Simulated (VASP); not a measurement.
# HC18O in VASP: single point with LDA

Aim: the single point of HC18O with LDA.

All numbers are computed with VASP 6.6.1; they aren't measurements. Logs are shortened: lines on timing, memory, paths and dates and some standing lists are left out, and cuts for length are marked.

**1. The cell of the first run**

The cell holds a slab with vacuum, 20 atoms: a = 7.398 Å, b = 7.398 Å, c = 13.000 Å, α = 90.00°, β = 90.00°, γ = 120.00°.

**2. Single point, LDA, collinear spin, ferromagnetic start**

INCAR

```
SYSTEM = HC18O
PREC     = Accurate       ! precision mode
ENCUT    = 520            ! plane-wave cutoff, eV
EDIFF    = 1E-7           ! SCF threshold, eV
ISMEAR   = -1             ! smearing method
SIGMA    = 0.02           ! smearing width, eV
LREAL    = Auto         
LASPH    = .True.         ! aspherical terms in the spheres
NELM     = 150            ! most SCF steps
ALGO     = Normal         ! electronic algorithm
ISIF     = 2              ! what is computed and relaxed
LWAVE    = .False.        ! write WAVECAR
LCHARG   = .False.        ! write CHGCAR
ISPIN    = 2              ! spin polarisation
MAGMOM   = 0 0 0 0 0 0 0 0 0 0 0 0 0 0 0 0 0 0 1 0 ! initial moments
LORBIT   = 11             ! projections on sites
NBANDS   = 60             ! bands
```

KPOINTS

```
regular mesh
0
Gamma
  2 2 1
  0 0 0
```

POSCAR

```
HC18O
1.0
    7.3980000000      0.0000000000      0.0000000000
   -3.6990000000      6.4068560000      0.0000000000
    0.0000000000      0.0000000000     13.0000000000
C O H
18 1 1
Direct
   -0.0133679789     -0.0075061594      0.0691184152
    0.2087823674      0.1035917616      0.0687948249
   -0.0123383798      0.3241824304      0.0775102730
    0.2079029476      0.4363035169      0.0720866933
   -0.0122793931      0.6618718560      0.0774973810
    0.2079279164      0.7700420359      0.0720510708
    0.3197370831     -0.0073571589      0.0689994899
    0.5423790309      0.1043837232      0.0723097054
    0.3197329554      0.3254817676      0.0690075244
    0.5423923439      0.4363717184      0.0723434026
    0.3205051580      0.6594656332      0.0733737458
    0.5421388475      0.7702427935      0.0732613230
    0.6528544516     -0.0082273658      0.0736382845
    0.8757148877      0.1040693190      0.0723535796
    0.6499412047      0.3241381737      0.0775956910
    0.8751724678      0.4368044683      0.1080855936
    0.6528972083      0.6594690674      0.0736415162
    0.8757633317      0.7700355988      0.0723346491
    0.8632447321      0.4311746860      0.2203295955
    1.0054826177      0.4953232341      0.2472061412
```

Potentials or basis: VASP PAW LDA potentials, release 64 (C, O, H).

Started as:

```sh
$ cat potpaw_LDA.64/C/POTCAR potpaw_LDA.64/O/POTCAR potpaw_LDA.64/H/POTCAR > POTCAR
$ mpirun -np 1 vasp_std > vasp.out
```

OUTCAR:

```text
SYSTEM = HC18O
   PREC = Accurate
   ENCUT = 520
   EDIFF = 1E-7
   ISMEAR = -1
   LREAL = Auto
   LASPH = .True.
   NELM = 150
   ISIF = 2
   ISPIN = 2
   LORBIT = 11

 ion  position               nearest neighbor table
   1  0.987  0.992  0.069-   2 1.42  18 1.43  14 1.43
   2  0.209  0.104  0.069-   9 1.42   7 1.42   1 1.42
   3  0.988  0.324  0.078-  14 1.41   4 1.41  16 1.50
   4  0.208  0.436  0.072-   3 1.41   9 1.43  11 1.43
   5  0.988  0.662  0.077-  18 1.41   6 1.41  16 1.50
   6  0.208  0.770  0.072-   5 1.41   7 1.43  11 1.43
   7  0.320  0.993  0.069-   2 1.42   6 1.43   8 1.43
   8  0.542  0.104  0.072-  15 1.41   7 1.43  13 1.43
   9  0.320  0.325  0.069-   2 1.42   4 1.43  10 1.43
  10  0.542  0.436  0.072-  15 1.41   9 1.43  17 1.43
  11  0.321  0.659  0.073-  12 1.42   6 1.43   4 1.43
  12  0.542  0.770  0.073-  13 1.42  17 1.42  11 1.42
  13  0.653  0.992  0.074-  12 1.42  14 1.43   8 1.43
  14  0.876  0.104  0.072-   3 1.41   1 1.43  13 1.43
  15  0.650  0.324  0.078-   8 1.41  10 1.41  16 1.50
  16  0.875  0.437  0.108-  19 1.46   5 1.50   3 1.50  15 1.50
  17  0.653  0.659  0.074-  12 1.42  18 1.43  10 1.43
  18  0.876  0.770  0.072-   5 1.41   1 1.43  17 1.43
  19  0.863  0.431  0.220-  20 0.98  16 1.46
  20  0.005  0.495  0.247-  19 0.98

  LATTYP: Found a hexagonal cell.
 ALAT       =     7.3980000000
 C/A-ratio  =     1.7572316842

  Lattice vectors:

 A1 = (   7.3980000000,   0.0000000000,   0.0000000000)
 A2 = (  -3.6990000000,   6.4068560000,   0.0000000000)
 A3 = (   0.0000000000,   0.0000000000,  13.0000000000)

Analysis of symmetry for initial positions (statically):
=====================================================================
 Subroutine PRICEL returns:
 Original cell was already a primitive cell.

 Routine SETGRP: Setting up the symmetry group for a
 hexagonal supercell.

 Subroutine GETGRP returns: Found  1 space group operations
 (whereof  1 operations were pure point group operations)
 out of a pool of 24 trial point group operations.

The static configuration has the point symmetry C_1 .

Analysis of symmetry for dynamics (positions and initial velocities):
=====================================================================
 Subroutine PRICEL returns:
 Original cell was already a primitive cell.

 Routine SETGRP: Setting up the symmetry group for a
 hexagonal supercell.

 Subroutine GETGRP returns: Found  1 space group operations
 (whereof  1 operations were pure point group operations)
 out of a pool of 24 trial point group operations.

The dynamic configuration has the point symmetry C_1 .

Analysis of structural, dynamic, and magnetic symmetry:
=====================================================================
 Subroutine PRICEL returns:
 Original cell was already a primitive cell.

 Routine SETGRP: Setting up the symmetry group for a
 hexagonal supercell.

 Subroutine GETGRP returns: Found  1 space group operations
 (whereof  1 operations were pure point group operations)
 out of a pool of 24 trial point group operations.

The overall configuration has the point symmetry C_1 .

 Subroutine INISYM returns: Found  1 space group operations
 (whereof  1 operations are pure point group operations),
 and found     1 'primitive' translations

----------------------------------------------------------------------------------------

                                     Primitive cell

  volume of cell :     616.1730

  direct lattice vectors                    reciprocal lattice vectors
     7.398000000  0.000000000  0.000000000     0.135171668  0.078041398  0.000000000
    -3.699000000  6.406856000  0.000000000     0.000000000  0.156082796  0.000000000
     0.000000000  0.000000000 13.000000000     0.000000000  0.000000000  0.076923077

  length of vectors
     7.398000000  7.398000054 13.000000000     0.156082797  0.156082796  0.076923077

  position of ions in fractional coordinates (direct lattice)
     0.986632021  0.992493841  0.069118415
     0.208782367  0.103591762  0.068794825
     0.987661620  0.324182430  0.077510273
     0.207902948  0.436303517  0.072086693
     0.987720607  0.661871856  0.077497381
     0.207927916  0.770042036  0.072051071
[... 12 lines left out ...]
     0.863244732  0.431174686  0.220329595
     0.005482618  0.495323234  0.247206141

  ion indices of the primitive-cell ions
   primitive index   ion index
[... 35 lines left out ...]

  Length of vectors
     0.078041399  0.078041398  0.076923077

  Shift w.r.t. Gamma in fractional coordinates (k-lattice)
     0.000000000  0.000000000  0.000000000

 Subroutine IBZKPT returns following result:
 ===========================================

 Found      4 irreducible k-points:

 Following reciprocal coordinates:
            Coordinates               Weight
  0.000000  0.000000  0.000000      1.000000
  0.500000  0.000000  0.000000      1.000000
  0.000000  0.500000  0.000000      1.000000
  0.500000  0.500000  0.000000      1.000000
   k-points           NKPTS =      4   k-points in BZ     NKDIM =      4   number of bands    NBANDS=     60
   number of dos      NEDOS =    301   number of ions     NIONS =     20
   total plane-waves  NPLWV = 307328
   dimension x,y,z NGX =    56 NGY =   56 NGZ =   98
   dimension x,y,z NGXF=   112 NGYF=  112 NGZF=  196
   ions per type =              18   1   1
   NGX,Y,Z   is equivalent  to a cutoff of  12.58, 12.58, 12.53 a.u.
   NGXF,Y,Z  is equivalent  to a cutoff of  25.17, 25.17, 25.06 a.u.
 SYSTEM =  HC18O
   PREC   = accura    normal or accurate (medium, high low for compatibility)
   ISTART =      0    job   : 0-new  1-cont  2-samecut
   ICHARG =      2    charge: 1-file 2-atom 10-const
   ISPIN  =      2    spin polarized calculation?
   LNONCOLLINEAR =      F non collinear calculations
   LSORBIT =      F    spin-orbit coupling
   LASPH  =      T    aspherical Exc in radial PAW
   ENCUT  =  520.0 eV  38.22 Ry    6.18 a.u.  13.76 13.76 24.17*2*pi/ulx,y,z
   NELM   =    150;   NELMIN=  2; NELMDL= -5     # of ELM steps
   EDIFF  = 0.1E-06   stopping-criterion for ELM
   LREAL  =      T    real-space projection
   EDIFFG = 0.1E-05   stopping-criterion for IOM
   NSW    =      0    number of steps for IOM
   IBRION =     -1    ionic relax: 0-MD 1-quasi-New 2-CG
   NFREE  =      0    steps in history (QN), initial steepest desc. (CG)
   ISIF   =      2    stress and relaxation
   ISYM   =      2    0-nonsym 1-usesym 2-fastsym
   POTIM  = 0.5000    time-step for ionic-motion
   TEBEG  =    0.0;   TEEND  =   0.0 temperature during run
   PSTRESS=    0.0 pullay stress
   NELECT =      79.0000    total number of electrons
   NUPDOWN=      -1.0000    fix difference up-down
   EMIN   =  10.00;   EMAX   =-10.00  energy-range for DOS
   EFERMI =   0.00;   METHOD = LEGACY
   ISMEAR =    -1;   SIGMA  =   0.02  broadening in eV -4-tet -1-fermi 0-gaus
   EFERMI_NEDOS =   21; number of points for ismear=-14 and -15
   IALGO  =     38    algorithm
   IMIX   =      4    mixing-type and parameters
     AMIX     =   0.40;   BMIX     =  1.00
     AMIX_MAG =   1.60;   BMIX_MAG =  1.00
  volume/ion in A,a.u.               =      30.81       207.91
  Fermi-wavevector in a.u.,A,eV,Ry     =   0.825499  1.559966  9.271661  0.681448
  Thomas-Fermi vector in A             =   1.937368
   LORBIT       =     11    0 simple, 1 ext, 2 COOP (PROOUT), +10 PAW based schemes
   GGA     = CA    functional components
   LHFCALC =     F    Hartree Fock is set to
   AEXX    =    0.0000 exact exchange contribution
   IVDW    =     0    specifies the selected vdW correction
   LEPSILON=     F    determine dielectric tensor
   LRPA    =     F    only Hartree local field effects (RPA)
 spin polarized calculation
  energy-cutoff  :      520.00
  volume of cell :      616.17
 maximum number of plane-waves:     16651
 NGX is ok and might be reduce to    56
   NGX = 27   NGY = 27   NGZ = 49

 number of electron      79.0000004 magnetization       0.0000593

 number of electron      79.0000004 magnetization      -0.0000018

 Free energy of the ion-electron system (eV)
  ---------------------------------------------------
  ext. energy  EPLUGINS =         0.00000000
  ---------------------------------------------------
  free energy    TOTEN  =      -190.80411828 eV

  energy without entropy =     -190.80410246  energy(sigma->0) =     -190.80411037

 E-fermi :  -2.4178     XC(G=0):  -3.6596

 val. band max:       -2.6267169724   @ k =   0.5000   0.5000   0.0000
 cond. band min:      -2.2268550949   @ k =   0.0000   0.0000   0.0000
 fundamental gap:      0.3998618775
 Fermi energy:        -2.4178250992

 spin component 1

 k-point     1 :       0.0000    0.0000    0.0000
  band No.  band energies     occupation
      1     -23.4035      1.00000
      2     -21.2965      1.00000
      3     -18.9838      1.00000
      4     -18.9760      1.00000
      5     -18.9537      1.00000
      6     -18.8860      1.00000
[... 205 lines left out ...]
     50       3.8413      0.00000
     51       3.8653      0.00000
 Fermi energy:        -2.4178250992

 spin component 2

 k-point     1 :       0.0000    0.0000    0.0000
  band No.  band energies     occupation
      1     -23.4035      1.00000
      2     -21.2965      1.00000
      3     -18.9838      1.00000
      4     -18.9760      1.00000
      5     -18.9537      1.00000
      6     -18.8860      1.00000
[... 205 lines left out ...]
     50       3.8412      0.00000
     51       3.8653      0.00000
 [bands above 51 left out]

------------------------ aborting loop because EDIFF is reached ----------------------------------------

  FORCE on cell =-STRESS in cart. coord.  units (eV):
  Direction    XX          YY          ZZ          XY          YZ          ZX
  --------------------------------------------------------------------------------------
  -------------------------------------------------------------------------------------
  Total       -9.2218722     -9.1501804      0.1285870     -0.0093079      0.0171961      0.0533171
  in kB      -23.9787776    -23.7923641      0.3343528     -0.0242024      0.0447135      0.1386356
  external PRESSURE =     -15.8122630 kB  Pullay stress =       0.0000000 kB

 VOLUME and BASIS-vectors are now :
 -----------------------------------------------------------------------------
  energy-cutoff  :      520.00
  volume of cell :      616.17
      direct lattice vectors                 reciprocal lattice vectors
     7.398000000  0.000000000  0.000000000     0.135171668  0.078041398  0.000000000
    -3.699000000  6.406856000  0.000000000     0.000000000  0.156082796  0.000000000
     0.000000000  0.000000000 13.000000000     0.000000000  0.000000000  0.076923077

 POSITION                                       TOTAL-FORCE (eV/Angst)
 -----------------------------------------------------------------------------------
      3.62787      6.35877      0.89854        -0.000090      0.002001     -0.008629
      1.16139      0.66370      0.89433        -0.003821      0.001290     -0.002028
      6.10757      2.07699      1.00763        -0.012907      0.013351      0.002231
     -0.07582      2.79533      0.93713         0.010570     -0.005370     -0.006198
      4.85889      4.24052      1.00747        -0.002740     -0.008556     -0.005810
     -1.31013      4.93355      0.93666         0.002059     -0.000965     -0.001463
[... 12 lines left out ...]
      4.79137      2.76247      2.86428        -0.127124     -0.074461      0.091058
     -1.79164      3.17346      3.21368         0.134491      0.075357      0.082806
 -----------------------------------------------------------------------------------
    total drift:                               -0.015220     -0.013366      0.009933

  FREE ENERGIE OF THE ION-ELECTRON SYSTEM (eV)
  ---------------------------------------------------
  free  energy   TOTEN  =      -190.8041182798 eV

  energy  without entropy=     -190.8041024553  energy(sigma->0) =     -190.80411037

 total charge

# of ion       s       p       d       tot
------------------------------------------
    1        0.856   1.779   0.000   2.635
    2        0.853   1.798   0.000   2.651
    3        0.853   1.778   0.000   2.631
    4        0.855   1.784   0.000   2.638
    5        0.853   1.778   0.000   2.631
    6        0.855   1.784   0.000   2.638
[... 12 lines left out ...]
   19        1.566   3.544   0.000   5.111
   20        0.610   0.119   0.000   0.729
--------------------------------------------------
tot         17.503  35.731   0.000  53.234

 magnetization (x)

# of ion       s       p       d       tot
------------------------------------------
    1        0.000   0.000   0.000   0.000
    2        0.000   0.000   0.000   0.000
    3       -0.000   0.000   0.000   0.000
    4        0.000   0.000   0.000   0.000
    5       -0.000   0.000   0.000   0.000
    6        0.000   0.000   0.000   0.000
[... 12 lines left out ...]
   19        0.000   0.000   0.000   0.000
   20       -0.000   0.000   0.000  -0.000
--------------------------------------------------
tot          0.000   0.000   0.000   0.000
```

Run time: 11 min. Hardware: 1 thread of Intel Xeon Platinum 8259CL at 2.50GHz (Skylake/Cascade Lake), shared host; peak memory 0.64 GiB.

What came out:

| Item | Value |
| --- | --- |
| Free energy | -190.8041 eV |
| Largest force | 0.175 eV/Å |
| Net moment | 0.00 μB per cell |
| Valence electrons inside the program's atomic spheres | C 2.63, 2.65, 2.64, 2.53 (each value once); O 5.11; H 0.73 |

Forces in eV/Å, atoms in the order of the input:
```
C    0.000  0.002 -0.009
C   -0.004  0.001 -0.002
C   -0.013  0.013  0.002
C    0.011 -0.005 -0.006
C   -0.003 -0.009 -0.006
C    0.002 -0.001 -0.001
C    0.007  0.007 -0.020
C    0.006 -0.006  0.002
C    0.003  0.004 -0.015
C   -0.001  0.004 -0.002
C    0.002 -0.003  0.004
C   -0.005  0.000  0.009
C    0.001  0.009  0.005
C   -0.005 -0.004 -0.002
C    0.018  0.022 -0.007
C   -0.028 -0.029 -0.128
C   -0.002  0.003  0.004
C    0.003 -0.009 -0.002
O   -0.127 -0.074  0.091
H    0.134  0.075  0.083
```

Levels at points of the mesh, in eV from the Fermi level:
Spin up:
```csv
k point,band 38,band 39,band 40,band 41,band 42,band 43
"(0.00, 0.00, 0.00)",-1.95,0.19,0.33,0.38,2.01,3.59
"(0.50, 0.00, 0.00)",-2.11,-1.89,-0.22,2.06,2.66,2.76
"(0.00, 0.50, 0.00)",-2.22,-1.81,-0.21,2.07,2.67,2.77
"(0.50, 0.50, 0.00)",-2.21,-1.82,-0.21,2.07,2.67,2.76
```
Spin down:
```tsv
k point	band 36	band 37	band 38	band 39	band 40	band 41	band 42	band 43	band 44	band 45
(0.00, 0.00, 0.00)	-2.68	-2.25	-1.95	0.19	0.33	0.38	2.01	3.59	4.67	4.98
(0.50, 0.00, 0.00)	-2.37	-2.34	-2.11	-1.89	-0.22	2.06	2.66	2.76	2.92	4.19
(0.00, 0.50, 0.00)	-2.41	-2.31	-2.22	-1.81	-0.21	2.07	2.67	2.77	2.88	4.29
(0.50, 0.50, 0.00)	-2.40	-2.32	-2.21	-1.82	-0.21	2.07	2.67	2.76	2.88	4.28
```

Caveat: the k points lie up to 0.49 Å⁻¹ apart; there is no dipole correction, which matters where the two faces differ.
